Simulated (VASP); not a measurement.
## Ni: single point with PBE

Crystal: Ni.

```
Ni
1.0
    -1.41514    1.41514    1.41514
     1.41514   -1.41514    1.41514
     1.41514    1.41514   -1.41514
Ni
1
Direct
  0.00000 0.00000 0.00000
```

```json
{
  "Program": "VASP 6.6.1",
  "Task": "single point",
  "Functional": "PBE",
  "Potentials or basis": "VASP PAW PBE potentials, release 64 (Ni)",
  "Cutoff": "600 eV",
  "k mesh": "8 × 8 × 8",
  "Occupations": "fermi-dirac, width 0.1 eV",
  "Spin": "collinear spin, ferromagnetic start",
  "Starting moments": "[0.73] μB"
}
```

The pressure is -5.0 GPa. The net moment is 0.58 μB per cell, the site moments are Ni +0.59 μB and the valence electrons inside the program's atomic spheres are Ni 9.25.

Levels at points of the mesh, in eV from the Fermi level:
Spin up:
```csv
k point,band 2,band 3,band 4,band 5,band 6,band 7,band 8,band 9
"(0.00, 0.00, 0.00)",-2.25,-2.25,-2.25,-0.91,-0.91,25.97,25.97,25.97
"(0.50, 0.00, 0.00)",-3.11,-0.99,-0.77,-0.15,0.28,6.12,18.68,19.38
"(0.50, 0.50, 0.50)",-4.00,-0.36,-0.36,-0.36,9.48,9.48,9.48,15.22
```
Spin down:
| k point | band 3 | band 4 | band 5 | band 6 | band 7 | band 8 |
| --- | --- | --- | --- | --- | --- | --- |
| (0.00, 0.00, 0.00) | -1.55 | -1.55 | -0.41 | -0.41 | 25.86 | 25.86 |
| (0.50, 0.00, 0.00) | -0.41 | -0.25 | 0.24 | 0.65 | 6.48 | 18.61 |
| (0.50, 0.50, 0.50) | 0.43 | 0.43 | 0.43 | 9.51 | 9.51 | 9.51 |

It took 23 s on 1 thread of Intel Xeon 8259CL (shared host), peak memory 0.13 GiB.

Caveat: the k points lie up to 0.39 Å⁻¹ apart.
